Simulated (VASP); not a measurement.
# KSiH (P4mm) in VASP: further runs

KSiH is run at these levels: PBE; tasks: single point, relaxation of cell and atoms.

Program: VASP 6.6.1. These are calculated values, not measurements. Logs are shortened: lines on timing, memory, paths and dates and some standing lists are left out, and cuts for length are marked.

**1. The cell of the first run**

Symmetry: P4mm, No. 99, tetragonal system. Conventional cell: a = 3.364 Å, b = 3.364 Å, c = 4.917 Å, α = 90.00°, β = 90.00°, γ = 90.00°. K (site symmetry 4mm) has 2 H at 2.44 to 2.47 Å and 4 Si at 2.55 Å within 3.2 Å. Si (site symmetry 4mm) has 4 K at 2.55 Å and 4 H at 2.83 Å and 4 Si at 3.36 Å within 3.4 Å. Within 3.2 Å of H (site symmetry 4mm) lie 2 K at 2.44 to 2.47 Å and 4 Si at 2.83 Å.

The cell was built from a structure type or drawn by symmetry, and may not be a known phase.

**2. Single point, PBE**

Input file INCAR:

```
SYSTEM = KSiH
  PREC = Accurate
  ENCUT = 500
  EDIFF = 1E-6
  ISMEAR = 0
  SIGMA = 0.1
  LREAL = .FALSE.
  LASPH = .TRUE.
  NELM = 120
  ALGO = Normal
  ISIF = 2
  LWAVE = .FALSE.
  LCHARG = .TRUE.
  GGA = PE
  LELF = .TRUE.
  LVHAR = .TRUE.
  NBANDS = 14
  GGA_COMPAT = .FALSE.
```

Input file KPOINTS:

```
regular mesh
0
G
  6 6 4
  0 0 0
```

Input file POSCAR:

```
KSiH
1.0
    3.3641063600      0.0000000000      0.0000000000
    0.0000000000      3.3641063600      0.0000000000
    0.0000000000      0.0000000000      4.9169346300
K Si H
1 1 1
Direct
    0.5000000000      0.5000000000      0.3281611800
    0.0000000000      0.0000000000      0.1416135200
    0.5000000000      0.5000000000      0.8313673400
```

Potentials or basis: VASP PAW PBE potentials, release 64 (K_sv, Si, H).

Run with:

```sh
cat potpaw_PBE.64/K_sv/POTCAR potpaw_PBE.64/Si/POTCAR potpaw_PBE.64/H/POTCAR > POTCAR
mpirun -np 1 vasp_std > vasp.out
```

OUTCAR:

```text
SYSTEM = KSiH
   PREC = Accurate
   ENCUT = 500
   EDIFF = 1E-6
   ISMEAR = 0
   LREAL = .FALSE.
   LASPH = .TRUE.
   NELM = 120
   ISIF = 2
   GGA = PE

 ion  position               nearest neighbor table
   1  0.500  0.500  0.328-   2 2.55   2 2.55   2 2.55   2 2.55
   2  0.000  0.000  0.142-   1 2.55   1 2.55   1 2.55   1 2.55
   3  0.500  0.500  0.831-

  LATTYP: Found a simple tetragonal cell.
 ALAT       =     3.3641063600
 C/A-ratio  =     1.4615871509

  Lattice vectors:

 A1 = (   3.3641063600,   0.0000000000,   0.0000000000)
 A2 = (   0.0000000000,   3.3641063600,   0.0000000000)
 A3 = (   0.0000000000,   0.0000000000,   4.9169346300)

Analysis of symmetry for initial positions (statically):
=====================================================================
 Subroutine PRICEL returns:
 Original cell was already a primitive cell.

 Routine SETGRP: Setting up the symmetry group for a
 simple tetragonal supercell.

 Subroutine GETGRP returns: Found  8 space group operations
 (whereof  8 operations were pure point group operations)
 out of a pool of 16 trial point group operations.

The static configuration has the point symmetry C_4v.

Analysis of symmetry for dynamics (positions and initial velocities):
=====================================================================
 Subroutine PRICEL returns:
 Original cell was already a primitive cell.

 Routine SETGRP: Setting up the symmetry group for a
 simple tetragonal supercell.

 Subroutine GETGRP returns: Found  8 space group operations
 (whereof  8 operations were pure point group operations)
 out of a pool of 16 trial point group operations.

The dynamic configuration has the point symmetry C_4v.

 Subroutine INISYM returns: Found  8 space group operations
 (whereof  8 operations are pure point group operations),
 and found     1 'primitive' translations

----------------------------------------------------------------------------------------

                                     Primitive cell

  volume of cell :      55.6460

  direct lattice vectors                    reciprocal lattice vectors
     3.364106360  0.000000000  0.000000000     0.297255762  0.000000000  0.000000000
     0.000000000  3.364106360  0.000000000     0.000000000  0.297255762  0.000000000
     0.000000000  0.000000000  4.916934630     0.000000000  0.000000000  0.203378746

  length of vectors
     3.364106360  3.364106360  4.916934630     0.297255762  0.297255762  0.203378746

  position of ions in fractional coordinates (direct lattice)
     0.500000000  0.500000000  0.328161180
     0.000000000  0.000000000  0.141613520
     0.500000000  0.500000000  0.831367340

  ion indices of the primitive-cell ions
   primitive index   ion index
                 1           1
                 2           2
                 3           3

----------------------------------------------------------------------------------------

 KPOINTS: regular mesh

Automatic generation of k-mesh.
 Grid dimensions read from file:
 generate k-points for:    6    6    4

 Generating k-lattice:

  Cartesian coordinates                     Fractional coordinates (reciprocal lattice)
     0.049542627  0.000000000  0.000000000     0.166666667  0.000000000  0.000000000
     0.000000000  0.049542627  0.000000000     0.000000000  0.166666667  0.000000000
     0.000000000  0.000000000  0.050844687     0.000000000  0.000000000  0.250000000

  Length of vectors
     0.049542627  0.049542627  0.050844687

  Shift w.r.t. Gamma in fractional coordinates (k-lattice)
     0.000000000  0.000000000  0.000000000

 Subroutine IBZKPT returns following result:
 ===========================================

 Found     30 irreducible k-points:

 Following reciprocal coordinates:
            Coordinates               Weight
  0.000000  0.000000  0.000000      1.000000
  0.166667  0.000000  0.000000      4.000000
  0.333333  0.000000  0.000000      4.000000
  0.500000  0.000000  0.000000      2.000000
  0.166667  0.166667  0.000000      4.000000
  0.333333  0.166667  0.000000      8.000000
[... 16 lines left out ...]
  0.333333  0.000000  0.500000      4.000000
  0.500000  0.000000  0.500000      2.000000
 [... further k-points ...]
   k-points           NKPTS =     30   k-points in BZ     NKDIM =     30   number of bands    NBANDS=     14
   number of dos      NEDOS =    301   number of ions     NIONS =      3
   total plane-waves  NPLWV =  28224
   dimension x,y,z NGX =    28 NGY =   28 NGZ =   36
   dimension x,y,z NGXF=    56 NGYF=   56 NGZF=   72
   ions per type =               1   1   1
   NGX,Y,Z   is equivalent  to a cutoff of  13.84, 13.84, 12.17 a.u.
   NGXF,Y,Z  is equivalent  to a cutoff of  27.67, 27.67, 24.34 a.u.
 SYSTEM =  KSiH
   PREC   = accura    normal or accurate (medium, high low for compatibility)
   ISTART =      0    job   : 0-new  1-cont  2-samecut
   ICHARG =      2    charge: 1-file 2-atom 10-const
   ISPIN  =      1    spin polarized calculation?
   LNONCOLLINEAR =      F non collinear calculations
   LSORBIT =      F    spin-orbit coupling
   LASPH  =      T    aspherical Exc in radial PAW
   ENCUT  =  500.0 eV  36.75 Ry    6.06 a.u.   6.13  6.13  8.96*2*pi/ulx,y,z
   NELM   =    120;   NELMIN=  2; NELMDL= -5     # of ELM steps
   EDIFF  = 0.1E-05   stopping-criterion for ELM
   LREAL  =      F    real-space projection
   EDIFFG = 0.1E-04   stopping-criterion for IOM
   NSW    =      0    number of steps for IOM
   IBRION =     -1    ionic relax: 0-MD 1-quasi-New 2-CG
   NFREE  =      0    steps in history (QN), initial steepest desc. (CG)
   ISIF   =      2    stress and relaxation
   ISYM   =      2    0-nonsym 1-usesym 2-fastsym
   POTIM  = 0.5000    time-step for ionic-motion
   TEBEG  =    0.0;   TEEND  =   0.0 temperature during run
   PSTRESS=    0.0 pullay stress
   NELECT =      14.0000    total number of electrons
   NUPDOWN=      -1.0000    fix difference up-down
   EMIN   =  10.00;   EMAX   =-10.00  energy-range for DOS
   EFERMI =   0.00;   METHOD = LEGACY
   ISMEAR =     0;   SIGMA  =   0.10  broadening in eV -4-tet -1-fermi 0-gaus
   EFERMI_NEDOS =   21; number of points for ismear=-14 and -15
   IALGO  =     38    algorithm
   IMIX   =      4    mixing-type and parameters
     AMIX     =   0.40;   BMIX     =  1.00
     AMIX_MAG =   1.60;   BMIX_MAG =  1.00
  volume/ion in A,a.u.               =      18.55       125.17
  Fermi-wavevector in a.u.,A,eV,Ry     =   1.033490  1.953013 14.532400  1.068101
  Thomas-Fermi vector in A             =   2.167739
   LORBIT       =      0    0 simple, 1 ext, 2 COOP (PROOUT), +10 PAW based schemes
   GGA     = PE    functional components
   LHFCALC =     F    Hartree Fock is set to
   AEXX    =    0.0000 exact exchange contribution
   IVDW    =     0    specifies the selected vdW correction
   LEPSILON=     F    determine dielectric tensor
   LRPA    =     F    only Hartree local field effects (RPA)
 non-spin polarized calculation
 Gauss-broadening in eV      SIGMA  =   0.10
  energy-cutoff  :      500.00
  volume of cell :       55.65
 maximum number of plane-waves:      1436
 NGX is ok and might be reduce to    28
   NGX = 13   NGY = 13   NGZ = 17

 number of electron      14.0000000 magnetization

 Free energy of the ion-electron system (eV)
  ---------------------------------------------------
  ext. energy  EPLUGINS =         0.00000000
  ---------------------------------------------------
  free energy    TOTEN  =        -3.91075306 eV

  energy without entropy =       -3.89506185  energy(sigma->0) =       -3.90290746

 E-fermi :   2.3532     XC(G=0):  -8.6568

 val. band max:        2.3374883799   @ k =   0.3333   0.3333   0.2500
 cond. band min:       2.3619961275   @ k =   0.5000   0.0000   0.2500
 fundamental gap:      0.0245077476
 Fermi energy:         2.3531826211

 k-point     1 :       0.0000    0.0000    0.0000
  band No.  band energies     occupation
      1     -28.0502      2.00000
      2     -11.6563      2.00000
      3     -11.5337      2.00000
      4     -11.5337      2.00000
      5      -5.6344      2.00000
      6      -0.6535      2.00000
      7       3.2344      0.00000
      8       4.3930      0.00000
      9       5.1738      0.00000
     10       5.1738      0.00000
     11       8.0301      0.00000
     12       9.8457      0.00000
     13      11.4116      0.00000
     14      11.4116      0.00000

 k-point     2 :       0.1667    0.0000    0.0000
  band No.  band energies     occupation
      1     -28.0214      2.00000
      2     -11.9433      2.00000
      3     -11.5550      2.00000
      4     -11.4982      2.00000
      5      -5.1737      2.00000
      6      -0.3669      2.00000
      7       2.4855      0.06139
      8       3.8367      0.00000
      9       4.8246      0.00000
     10       6.4198      0.00000
     11       7.3861      0.00000
     12       9.3029      0.00000
     13      10.3158      0.00000
     14      12.3118      0.00000

 k-point     3 :       0.3333    0.0000    0.0000
  band No.  band energies     occupation
      1     -27.9629      2.00000
      2     -12.5514      2.00000
      3     -11.4646      2.00000
      4     -11.4258      2.00000
      5      -4.1330      2.00000
      6      -0.2952      2.00000
      7       1.5149      2.00000
      8       3.6857      0.00000
      9       4.1205      0.00000
     10       5.9716      0.00000
     11       8.1363      0.00000
     12       9.3380      0.00000
     13       9.4217      0.00000
     14      12.6608      0.00000
[... 324 lines left out ...]
 k-point    23 :       0.3333    0.0000    0.5000
  band No.  band energies     occupation
      1     -27.9614      2.00000
      2     -12.5423      2.00000
      3     -11.5416      2.00000
      4     -11.4243      2.00000
      5      -3.9546      2.00000
      6       0.0608      2.00000
      7       0.9337      2.00000
      8       3.4618      0.00000
      9       4.1586      0.00000
     10       7.2686      0.00000
     11       8.6039      0.00000
     12       9.0174      0.00000
     13       9.5785      0.00000
     14      10.0209      0.00000

 k-point    24 :       0.5000    0.0000    0.5000
  band No.  band energies     occupation
      1     -27.9317      2.00000
      2     -12.8124      2.00000
      3     -11.4862      2.00000
      4     -11.3875      2.00000
      5      -3.3592      2.00000
      6      -0.3711      2.00000
      7       1.8106      2.00000
      8       1.9523      2.00000
      9       3.8326      0.00000
     10       7.8758      0.00000
     11       8.2482      0.00000
     12       9.4810      0.00000
     13      10.2389      0.00000
     14      10.5921      0.00000

 [... further k-points ...]

------------------------ aborting loop because EDIFF is reached ----------------------------------------

  FORCE on cell =-STRESS in cart. coord.  units (eV):
  Direction    XX          YY          ZZ          XY          YZ          ZX
  --------------------------------------------------------------------------------------
  -------------------------------------------------------------------------------------
  Total        8.0582230      8.0582230      2.7202371      0.0000000      0.0000000      0.0000000
  in kB      232.0149627    232.0149627     78.3219464      0.0000000      0.0000000      0.0000000
  external PRESSURE =     180.7839573 kB  Pullay stress =       0.0000000 kB

 VOLUME and BASIS-vectors are now :
 -----------------------------------------------------------------------------
  energy-cutoff  :      500.00
  volume of cell :       55.65
      direct lattice vectors                 reciprocal lattice vectors
     3.364106360  0.000000000  0.000000000     0.297255762  0.000000000  0.000000000
     0.000000000  3.364106360  0.000000000     0.000000000  0.297255762  0.000000000
     0.000000000  0.000000000  4.916934630     0.000000000  0.000000000  0.203378746

 POSITION                                       TOTAL-FORCE (eV/Angst)
 -----------------------------------------------------------------------------------
      1.68205      1.68205      1.61355         0.000000      0.000000      4.095223
      0.00000      0.00000      0.69630        -0.000000     -0.000000     -4.826772
      1.68205      1.68205      4.08778         0.000000     -0.000000      0.731549
 -----------------------------------------------------------------------------------
    total drift:                                0.000000      0.000000     -0.000311

  FREE ENERGIE OF THE ION-ELECTRON SYSTEM (eV)
  ---------------------------------------------------
  free  energy   TOTEN  =        -3.9107530607 eV

  energy  without entropy=       -3.8950618534  energy(sigma->0) =       -3.90290746
```

Run time: 40 s. Hardware: 1 thread of Intel Xeon 8259CL, shared host; peak memory 0.18 GiB.

What came out:

```yaml
Free_energy: -3.9108 eV
Pressure: 18.1 GPa
Largest_force: 4.827 eV/Å
Band_gap_on_the_k_mesh: zero (bands 7 and 8 overlap by 2.62 eV)
```

Forces in eV/Å, atoms in the order of the input:
```
K    0.000  0.000  4.095
Si   0.000  0.000 -4.827
H    0.000  0.000  0.732
```

Caveat: the cell stands under pressure; forces of over 1 eV/Å act on the atoms, so gaps and moduli don't describe the material at rest.

**3. Relaxation of cell and atoms, PBE**

Input file INCAR:

```
SYSTEM = KSiH
PREC     = Accurate       ! precision mode
ENCUT    = 500            ! plane-wave cutoff, eV
EDIFF    = 1E-7           ! SCF threshold, eV
ISMEAR   = 0              ! smearing method
SIGMA    = 0.1            ! smearing width, eV
LREAL    = .False.        ! projectors in reciprocal space
LASPH    = .True.         ! aspherical terms in the spheres
NELM     = 120            ! most SCF steps
ALGO     = Normal         ! electronic algorithm
ISIF     = 3              ! what is computed and relaxed
LWAVE    = .False.        ! write WAVECAR
LCHARG   = .False.        ! write CHGCAR
GGA      = PE             ! functional
IBRION   = 2              ! ionic algorithm
NSW      = 90             ! ionic steps
EDIFFG   = -0.04          ! ionic threshold
GGA_COMPAT= .False.      
NELMIN   = 4
```

Input file KPOINTS:

```
Automatic mesh
0
Gamma
  6 6 4
  0 0 0
```

POSCAR is that of step 2.

Potentials or basis: VASP PAW PBE potentials, release 64 (K_sv, Si, H).

Run with:

```sh
cat potpaw_PBE.64/K_sv/POTCAR potpaw_PBE.64/Si/POTCAR potpaw_PBE.64/H/POTCAR > POTCAR
mpirun -np 1 vasp_std > vasp.out
```

OUTCAR:

```text
SYSTEM = KSiH
   PREC = Accurate
   ENCUT = 500
   EDIFF = 1E-7
   ISMEAR = 0
   LREAL = .False.
   LASPH = .True.
   NELM = 120
   ISIF = 3
   GGA = PE
   IBRION = 2
   NSW = 90
   EDIFFG = -0.04
   NELMIN = 4

 ion  position               nearest neighbor table
   1  0.500  0.500  0.328-   2 2.55   2 2.55   2 2.55   2 2.55
   2  0.000  0.000  0.142-   1 2.55   1 2.55   1 2.55   1 2.55
   3  0.500  0.500  0.831-

  LATTYP: Found a simple tetragonal cell.
 ALAT       =     3.3641063600
 C/A-ratio  =     1.4615871509

  Lattice vectors:

 A1 = (   3.3641063600,   0.0000000000,   0.0000000000)
 A2 = (   0.0000000000,   3.3641063600,   0.0000000000)
 A3 = (   0.0000000000,   0.0000000000,   4.9169346300)

Analysis of symmetry for initial positions (statically):
=====================================================================
 Subroutine PRICEL returns:
 Original cell was already a primitive cell.

 Routine SETGRP: Setting up the symmetry group for a
 simple tetragonal supercell.

 Subroutine GETGRP returns: Found  8 space group operations
 (whereof  8 operations were pure point group operations)
 out of a pool of 16 trial point group operations.

[... 351 lines left out ...]
--------------------------------------- Ionic step       17  -------------------------------------------

 number of electron      13.9999999 magnetization

 Free energy of the ion-electron system (eV)
  ---------------------------------------------------
  ext. energy  EPLUGINS =         0.00000000
  ---------------------------------------------------
  free energy    TOTEN  =        -8.20115137 eV

  energy without entropy =       -8.19108127  energy(sigma->0) =       -8.19611632

 E-fermi :   3.1805     XC(G=0):  -9.0560

 val. band max:        3.1802825537   @ k =   0.5000   0.1667   0.5000
 cond. band min:       3.2271476933   @ k =   0.5000   0.3333   0.0000
 fundamental gap:      0.0468651396
 Fermi energy:         3.1805440346

 k-point     1 :       0.0000    0.0000    0.0000
  band No.  band energies     occupation
      1     -27.9262      2.00000
      2     -11.3583      2.00000
      3     -10.8811      2.00000
      4     -10.8811      2.00000
      5      -6.7234      2.00000
      6       1.8117      2.00000
      7       3.3636      0.00964
      8       6.4547      0.00000
      9       7.2155      0.00000
     10       7.2330      0.00000
     11       7.2330      0.00000
[... 309 lines left out ...]
 k-point    24 :       0.5000    0.0000    0.5000
  band No.  band energies     occupation
      1     -27.7621      2.00000
      2     -12.0907      2.00000
      3     -11.1838      2.00000
      4     -10.7641      2.00000
      5      -3.3697      2.00000
      6      -2.6439      2.00000
      7       3.0827      1.83352
      8       5.4371      0.00000
      9       8.4366      0.00000
     10       8.9711      0.00000
     11       9.3084      0.00000

 [... further k-points ...]

------------------------ aborting loop because EDIFF is reached ----------------------------------------

  FORCE on cell =-STRESS in cart. coord.  units (eV):
  Direction    XX          YY          ZZ          XY          YZ          ZX
  --------------------------------------------------------------------------------------
  -------------------------------------------------------------------------------------
  Total        0.0204473      0.0204473      0.0310239      0.0000000      0.0000000      0.0000000
  in kB        0.6146665      0.6146665      0.9326102      0.0000000      0.0000000      0.0000000
  external PRESSURE =       0.7206477 kB  Pullay stress =       0.0000000 kB
[... 18 lines left out ...]
  FREE ENERGIE OF THE ION-ELECTRON SYSTEM (eV)
  ---------------------------------------------------
  free  energy   TOTEN  =        -8.2011513731 eV

  energy  without entropy=       -8.1910812714  energy(sigma->0) =       -8.19611632

 reached required accuracy - stopping structural energy minimisation
```

CONTCAR:

```text
KSiH
   1.00000000000000
     3.1291482381033462    0.0000000000000000    0.0000000000000000
    -0.0000000000000000    3.1291482381033462    0.0000000000000000
    -0.0000000000000000    0.0000000000000000    5.4432083187893010
  K               Si              H
     1     1     1
Direct
     0.5000000000000000    0.5000000000000000    0.4317341612073272
     0.0000000000000000    0.0000000000000000    0.9333000555559187
     0.5000000000000000    0.5000000000000000    0.9361078232367561

  0.00000000E+00  0.00000000E+00  0.00000000E+00
  0.00000000E+00  0.00000000E+00  0.00000000E+00
  0.00000000E+00  0.00000000E+00  0.00000000E+00
```

Wall time 6.6 min (1 thread of Intel Xeon 8259CL, shared host); peak memory 0.19 GiB.

Results:

- Free energy: -8.2012 eV
- Relaxed volume: 17.77 Å³/atom
- Relaxed cell: a = 3.129 Å, b = 3.129 Å, c = 5.443 Å, α = 90.00°, β = 90.00°, γ = 90.00°
- Space group after relaxing (to 0.1 Å): P4/mmm (No. 123)
- Energy gained by relaxing: 1430.1 meV/atom
- Ionic steps: 17
- Pressure after relaxing: 0.1 GPa
- Largest force after relaxing: 0.035 eV/Å
- Band gap on the k mesh: zero (bands 7 and 8 overlap by 3.81 eV)

Forces in eV/Å, atoms in the order of the input:
```
K    0.000  0.000  0.035
Si   0.000  0.000 -0.002
H    0.000  0.000 -0.033
```

The path:
```tsv
step	energy change (eV)	largest force (eV/Å)	pressure (GPa)	volume (Å³)
1	0.0000	4.8269	18.08	55.65
2	-2.1832	1.9962	0.61	74.11
3	-2.3164	1.6888	-0.86	78.77
4	-2.3876	1.1879	-2.61	88.62
5	-2.3899	1.3199	-2.22	85.68
6	-2.6375	1.3473	-2.47	81.94
7	-3.3786	1.1428	-2.85	71.35
8	-3.9906	0.9347	2.33	52.79
9	-4.0236	0.1956	-1.02	59.06
10	-4.0605	0.1409	-0.13	56.81
11	-4.2155	0.7593	0.63	52.73
12	-4.2292	0.6310	0.28	53.65
13	-4.2845	0.1417	-0.47	54.28
14	-4.2858	0.1007	-0.56	54.39
15	-4.2894	0.0661	0.22	53.05
16	-4.2895	0.0627	0.12	53.21
17	-4.2904	0.0349	0.07	53.30
```

Final structure:
```
CELL_PARAMETERS angstrom
3.12915 0.00000 0.00000
0.00000 3.12915 0.00000
0.00000 0.00000 5.44321
ATOMIC_POSITIONS crystal
K 0.50000 0.50000 0.43173
Si 0.00000 0.00000 0.93330
H 0.50000 0.50000 0.93611
```
